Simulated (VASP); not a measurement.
Al2O3:

```xyz
5
Lattice="3.0175 0.0000 0.0000 -1.5087 2.6132 0.0000 0.0000 0.0000 7.5746" Properties=species:S:1:pos:R:3 pbc="T T T"
Al    0.0000    0.0000    2.1054
Al    0.0000    0.0000    5.4693
O     0.0000    1.7421    1.5108
O     1.5087    0.8711    6.0639
O     0.0000    0.0000    3.7873
```

Base run:

| Property | Result |
| --- | --- |
| Program | VASP 6.6.1 |
| Functional | PBEsol |
| Potentials or basis | VASP PAW PBE potentials, release 64 (Al, O) |
| Cutoff | 600 eV |
| k mesh | 7 × 7 × 3 |
| Occupations | gaussian, width 0.01 eV |
| Spin | no spin polarisation |

Its results: band gap on the k mesh 2.19 eV; pressure -3.7 GPa; largest force 0.190 eV/Å.

**Question.** The run is repeated on the same cell with these changes: functional from PBEsol to BLYP. What comes out?

**Answer.** Band gap on the k mesh 2.46 eV; pressure 1.8 GPa; largest force 0.141 eV/Å.

BLYP binds less tightly than PBEsol, so the same cell stands under more pressure.

Caveats: the PAW data sets were made with another functional, which shifts forces and pressure a little; the cell stands under tension (at least some runs); an odd mesh through Γ misses points on the zone boundary, where band edges can lie (at least some runs).
